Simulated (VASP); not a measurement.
# Ag in VASP: a series of runs, part 2 of 2

VASP 6.6.1. The steps go on from the part before.

**3. Single point, PBE (strain +0.000 along x and y, -0.040 along z)**

Contents of INCAR:

```
PREC = Accurate
ENCUT = 520
EDIFF = 1E-6
ISMEAR = 0
SIGMA = 0.15
LREAL = F
LASPH = T
NELM = 80
ALGO = Normal
ISIF = 2
LWAVE = F
LCHARG = F
GGA = PE
NBANDS = 12
```

Contents of KPOINTS:

```
regular mesh
0
Gamma
  20 20 20
```

Contents of POSCAR:

```
Ag
1.0
    0.0000000000      2.0431000000      1.9613760000
    2.0431000000      0.0000000000      1.9613760000
    2.0431000000      2.0431000000      0.0000000000
Ag
1
Direct
    0.0000000000      0.0000000000      0.0000000000
```

Potentials or basis: VASP PAW PBE potentials, release 64 (Ag).

The run is started by

```
cat potpaw_PBE.64/Ag/POTCAR > POTCAR
mpirun -np 1 vasp_std > vasp.out
```

Wall time 37 s (1 thread of Intel Xeon 6975P-C (Granite Rapids), shared host); peak memory 0.24 GiB.

The run converged. Its results:

```yaml
Free_energy: -2.6780 eV
Pressure: 9.9 GPa
```

Stress tensor (GPa, compression positive):
```
 9.32  0.00  0.00
 0.00  9.32  0.00
 0.00  0.00 10.98
```

Levels at points of the mesh, in eV from the Fermi level:
```csv
k point,band 3,band 4,band 5,band 6,band 7,band 8,band 9,band 10
"(0.00, 0.00, 0.00)",-5.06,-4.80,-4.01,-3.74,16.11,19.69,19.69,20.33
"(0.50, 0.00, 0.00)",-4.87,-3.08,-2.95,-0.53,3.82,15.24,17.80,18.86
"(0.50, 0.50, 0.00)",-3.05,-2.78,-2.78,2.05,7.74,10.36,10.36,17.18
"(0.50, 0.00, 0.50)",-3.06,-2.90,-2.71,1.31,6.70,11.07,11.16,17.90
```

Caveat: the cell differs from its parent crystal (strain +0.000 along x and y, -0.040 along z).

**4. Single point, PBE (strain -0.040 along x and y, +0.040 along z)**

Contents of INCAR:

```
  ALGO = Normal
  EDIFF = 1E-7
  ENCUT = 520
  GGA = PE
  ISIF = 2
  ISMEAR = 0
  LASPH = T
  LCHARG = T
  LELF = T
  LREAL = F
  LVHAR = T
  LWAVE = F
  NBANDS = 12
  NELM = 100
  PREC = Accurate
  SIGMA = 0.15
```

Contents of KPOINTS:

```
k-points
0
Gamma
  20 20 20
```

Contents of POSCAR:

```
Ag
1.0
    0.0000000000      1.9613760000      2.1248240000
    1.9613760000      0.0000000000      2.1248240000
    1.9613760000      1.9613760000      0.0000000000
Ag
1
Direct
    0.0000000000      0.0000000000      0.0000000000
```

Potentials or basis: VASP PAW PBE potentials, release 64 (Ag).

The run is started by

```
cat potpaw_PBE.64/Ag/POTCAR > POTCAR
mpirun -np 1 vasp_std > vasp.out
```

OUTCAR:

```text
EDIFF = 1E-7
   ENCUT = 520
   GGA = PE
   ISIF = 2
   ISMEAR = 0
   LASPH = T
   LREAL = F
   NELM = 100
   PREC = Accurate

 ion  position               nearest neighbor table
   1  0.000  0.000  0.000-

  LATTYP: Found a body centered tetragonal cell.
 ALAT       =     2.7738045401
 C/A-ratio  =     1.5320646926

  Lattice vectors:

 A1 = (  -1.9613760000,   0.0000000000,   2.1248240000)
 A2 = (   1.9613760000,   0.0000000000,   2.1248240000)
 A3 = (   0.0000000000,   1.9613760000,  -2.1248240000)

Analysis of symmetry for initial positions (statically):
[... 534 lines left out ...]
      9      27.1999      0.00000
     10      29.5923      0.00000
     11      31.8519      0.00000
     12      33.2264      0.00000

 [... further k-points ...]
[... 5 lines left out ...]
  --------------------------------------------------------------------------------------
  -------------------------------------------------------------------------------------
  Total        1.2228179      1.2228179      0.7214118      0.0000000      0.0000000      0.0000000
  in kB      119.8388672    119.8388672     70.6999529      0.0000000      0.0000000      0.0000000
  external PRESSURE =     103.4592291 kB  Pullay stress =       0.0000000 kB

 VOLUME and BASIS-vectors are now :
 -----------------------------------------------------------------------------
  energy-cutoff  :      520.00
  volume of cell :       16.35
      direct lattice vectors                 reciprocal lattice vectors
     0.000000000  1.961376000  2.124824000    -0.254923074  0.254923074  0.235313607
     1.961376000  0.000000000  2.124824000     0.254923074 -0.254923074  0.235313607
     1.961376000  1.961376000  0.000000000     0.254923074  0.254923074 -0.235313607

 POSITION                                       TOTAL-FORCE (eV/Angst)
 -----------------------------------------------------------------------------------
      0.00000      0.00000      0.00000        -0.000000      0.000000     -0.000000
 -----------------------------------------------------------------------------------
    total drift:                               -0.000000      0.000000     -0.000000

  FREE ENERGIE OF THE ION-ELECTRON SYSTEM (eV)
  ---------------------------------------------------
  free  energy   TOTEN  =        -2.6665150074 eV

  energy  without entropy=       -2.6640750675  energy(sigma->0) =       -2.66529504
```

Wall time 36 s (1 thread of Intel Xeon 6975P-C (Granite Rapids), shared host); peak memory 0.24 GiB.

Results:

- Free energy: -2.6665 eV
- Pressure: 10.3 GPa

Levels at points of the mesh, in eV from the Fermi level:
```csv
k point,band 2,band 3,band 4,band 5,band 6,band 7,band 8,band 9,band 10,band 11
"(0.00, 0.00, 0.00)",-5.38,-4.81,-4.81,-4.22,-3.63,16.16,19.09,20.30,20.30,24.77
"(0.50, 0.00, 0.00)",-5.29,-4.79,-3.15,-2.94,-0.55,3.83,14.86,17.87,19.25,22.32
"(0.50, 0.50, 0.00)",-6.65,-3.04,-2.86,-2.86,0.63,5.72,11.83,11.83,18.58,18.74
"(0.50, 0.00, 0.50)",-6.59,-3.12,-3.04,-2.59,2.01,7.72,10.34,10.47,17.22,17.39
```

Caveat: the cell differs from its parent crystal (strain -0.040 along x and y, +0.040 along z).

**5. Single point, PBE (strain +0.000 along x and y, +0.040 along z)**

Contents of INCAR:

```
SYSTEM = Ag
  ALGO = Normal
  EDIFF = 1E-7
  ENCUT = 520
  GGA = PE
  ISIF = 2
  ISMEAR = 0
  LASPH = .TRUE.
  LCHARG = .FALSE.
  LREAL = .FALSE.
  LWAVE = .FALSE.
  NBANDS = 12
  NELM = 80
  PREC = Accurate
  SIGMA = 0.15
```

Contents of KPOINTS:

```
k-points
0
G
  20 20 20
  0 0 0
```

Contents of POSCAR:

```
Ag
1.0
    0.0000000000      2.0431000000      2.1248240000
    2.0431000000      0.0000000000      2.1248240000
    2.0431000000      2.0431000000      0.0000000000
Ag
1
Direct
    0.0000000000      0.0000000000      0.0000000000
```

The run is started by

```
cat potpaw_PBE.64/Ag/POTCAR > POTCAR
mpirun -np 1 vasp_std > vasp.out
```

It took 36 s on 1 thread of Intel Xeon 6975P-C (Granite Rapids), shared host; peak memory 0.24 GiB.

Results (log left out):

```yaml
Free_energy: -2.7190 eV
Pressure: 0.4 GPa
```

Stress tensor (GPa, compression positive):
```
 0.98  0.00  0.00
 0.00  0.98  0.00
 0.00  0.00 -0.63
```

Levels at points of the mesh, in eV from the Fermi level:
```
           k point  band 2  band 3  band 4  band 5  band 6  band 7  band 8  band 9  band 10  band 11
(0.00, 0.00, 0.00)   -4.84   -4.60   -4.60   -3.85   -3.60   15.94   18.96   19.41    19.41    23.97
(0.50, 0.00, 0.00)   -4.81   -4.59   -3.03   -2.93   -0.30    3.38   15.01   17.15    17.91    21.80
(0.50, 0.50, 0.00)   -6.09   -3.00   -2.80   -2.80    1.21    5.80   10.91   10.91    17.14    17.19
(0.50, 0.00, 0.50)   -6.07   -3.02   -2.87   -2.69    1.85    6.74   10.22   10.24    16.49    16.52
```

Caveat: the cell differs from its parent crystal (strain +0.000 along x and y, +0.040 along z).

**6. Single point, PBE (strain -0.080 along x and y, -0.080 along z)**

Contents of INCAR:

```
SYSTEM = Ag
PREC = Accurate
ENCUT = 520
EDIFF = 1E-7
ISMEAR = 0
SIGMA = 0.15
LREAL = .False.
LASPH = .True.
NELM = 60
ALGO = Fast
ISIF = 2
LWAVE = .False.
LCHARG = .False.
GGA = PE
NBANDS = 12
```

Contents of KPOINTS:

```
regular mesh
0
Gamma
  20 20 20
  0 0 0
```

Contents of POSCAR:

```
Ag
1.0
    0.0000000000      1.8796520000      1.8796520000
    1.8796520000      0.0000000000      1.8796520000
    1.8796520000      1.8796520000      0.0000000000
Ag
1
Direct
    0.0000000000      0.0000000000      0.0000000000
```

Potentials or basis: VASP PAW PBE potentials, release 64 (Ag).

The run is started by

```
cat potpaw_PBE.64/Ag/POTCAR > POTCAR
mpirun -np 1 vasp_std > vasp.out
```

It took 35 s on 1 thread of Intel Xeon Platinum 8375C at 2.90GHz (Ice Lake), shared host; peak memory 0.15 GiB.

The run converged. Its results:

```yaml
Free_energy: -2.0836 eV
Pressure: 61.9 GPa
```

Levels at points of the mesh, in eV from the Fermi level:
```tsv
k point	band 3	band 4	band 5	band 6	band 7	band 8	band 9	band 10
(0.00, 0.00, 0.00)	-6.02	-6.02	-4.42	-4.42	16.20	21.29	21.29	21.29
(0.50, 0.00, 0.00)	-6.07	-3.19	-3.19	-1.24	5.16	15.48	20.34	20.34
(0.50, 0.50, 0.00)	-3.23	-2.87	-2.87	1.28	8.88	11.86	11.86	20.46
```

Caveat: the cell differs from its parent crystal (strain -0.080 along x and y, -0.080 along z).

**7. Summary**

| cell | gap on the mesh (eV) | pressure (GPa) |
| --- | --- | --- |
| a = 2.832, b = 2.832, c = 2.774 Å, angles 60.7, 60.7, 58.6°, 1 atom | none | 16.5 |
| a = 2.832, b = 2.832, c = 2.889 Å, angles 59.3, 59.3, 61.3°, 1 atom | none | 9.9 |
| a = 2.892, b = 2.892, c = 2.774 Å, angles 61.3, 61.3, 57.3°, 1 atom | none | 10.3 |
| a = 2.948, b = 2.948, c = 2.889 Å, angles 60.7, 60.7, 58.7°, 1 atom | none | 0.4 |
| a = 2.658 Å, angles 60.0°, 1 atom | none | 61.9 |

Alike in all rows: task single point; level PBE; potentials or basis VASP PAW PBE potentials, release 64 (Ag); no spin polarisation; k mesh 20 × 20 × 20; cutoff (eV) 520; smearing gaussian 0.15 eV.

Total energies depend on the potentials used, so only differences within one code and one set of settings carry meaning.
